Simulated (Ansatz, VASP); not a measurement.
## MgS: VASP beside Ansatz

```
Mg S
1.0
     0.00000    2.60152    2.60152
     2.60152    0.00000    2.60152
     2.60152    2.60152    0.00000
Mg S
1 1
Cartesian
  0.0000 0.0000 0.0000
  2.6015 2.6015 2.6015
```

Alike in both runs: task single point; functional PBE; k mesh 8 × 8 × 8; occupations fermi-dirac, width 0.02 eV; no spin polarisation.

```csv
,VASP,Ansatz
version,VASP 6.6.1,Ansatz 0.2.0
potentials or method,"VASP PAW PBE potentials, release 64 (Mg, S)","plane waves, PAW"
plane-wave cutoff (eV),520,420
valence electrons in the cell,8,16
```

|  | VASP | Ansatz | Ansatz less VASP |
| --- | --- | --- | --- |
| gap on the k mesh at the Fermi level (eV) | 2.78 | 2.79 | +0.014 |
| pressure (GPa) | 0.9 | 1.2 | +0.30 |

The functional is the same, so the differences come from potentials, cutoffs and numerics. VASP's potentials hold 8 valence electrons a cell and Ansatz's 16, so a difference there can come from the potentials and not from the codes.
